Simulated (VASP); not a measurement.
## Sn: relaxation of cell and atoms with PBE

Sn:

```
Sn
1.0
     4.15872    0.00000    0.00000
    -2.07936    3.60155    0.00000
     0.00000    0.00000    2.57192
Sn
3
Direct
  0.00000 0.00000 0.00000
  0.33333 0.66667 0.50000
  0.66667 0.33333 0.50000
```

This isn't the form of Sn at room conditions, which is tetragonal (white tin).

```json
{"Program": "VASP 6.6.1", "Task": "relaxation of cell and atoms", "Functional": "PBE", "Potentials or basis": "VASP PAW PBE potentials, release 64 (Sn_d)", "Cutoff": "600 eV", "k mesh": "6 × 6 × 8", "Occupations": "gaussian, width 0.1 eV", "Spin": "no spin polarisation", "Dipole correction": "no", "Further INCAR settings": "ALGO = Normal; EDIFF = 1e-06; IBRION = 2; EDIFFG = -0.05; NSW = 80; ISIF = 3"}
```

```json
{
  "Relaxed volume": "27.63 Å³/atom",
  "Relaxed cell": "a = 5.446 Å, b = 5.446 Å, c = 3.227 Å, α = 90.00°, β = 90.00°, γ = 120.00°",
  "Space group after relaxing (to 0.1 Å)": "P6/mmm (No. 191)",
  "Pressure after relaxing": "-0.1 GPa",
  "Band gap on the k mesh": "zero (bands 21 and 22 overlap by 3.85 eV)"
}
```

Stress tensor (GPa, compression positive):
```
-0.02  0.00  0.00
 0.00 -0.02  0.00
 0.00  0.00 -0.13
```

Final structure:
```
Sn
1.0
     5.44641    0.00000    0.00000
    -2.72321    4.71673    0.00000
     0.00000    0.00000    3.22681
Sn
3
Direct
  0.00000 0.00000 0.00000
  0.33333 0.66667 0.50000
  0.66667 0.33333 0.50000
```

Levels at points of the mesh, in eV from the Fermi level:
| k point | band 18 | band 19 | band 20 | band 21 | band 22 | band 23 | band 24 | band 25 |
| --- | --- | --- | --- | --- | --- | --- | --- | --- |
| (0.00, 0.00, 0.00) | -5.44 | -2.55 | -2.55 | -2.43 | -2.43 | 3.48 | 6.98 | 7.67 |
| (0.50, 0.00, 0.00) | -6.54 | -4.39 | 0.94 | 1.06 | 2.57 | 2.83 | 3.92 | 5.27 |
| (0.00, 0.00, 0.50) | -2.55 | -1.45 | -1.11 | -0.50 | -0.43 | -0.43 | 0.86 | 0.86 |
| (0.50, 0.00, 0.50) | -5.66 | -3.89 | -2.53 | -1.68 | -1.36 | 0.28 | 3.42 | 4.01 |

Wall time 8.3 min on 1 thread of Intel Xeon 8259CL (shared host), peak memory 0.2 GiB.

Caveat: the volume moved by over 15 % at a fixed basis, so the end points are rough; spin-orbit coupling is left out, which moves the levels of the heavy elements.
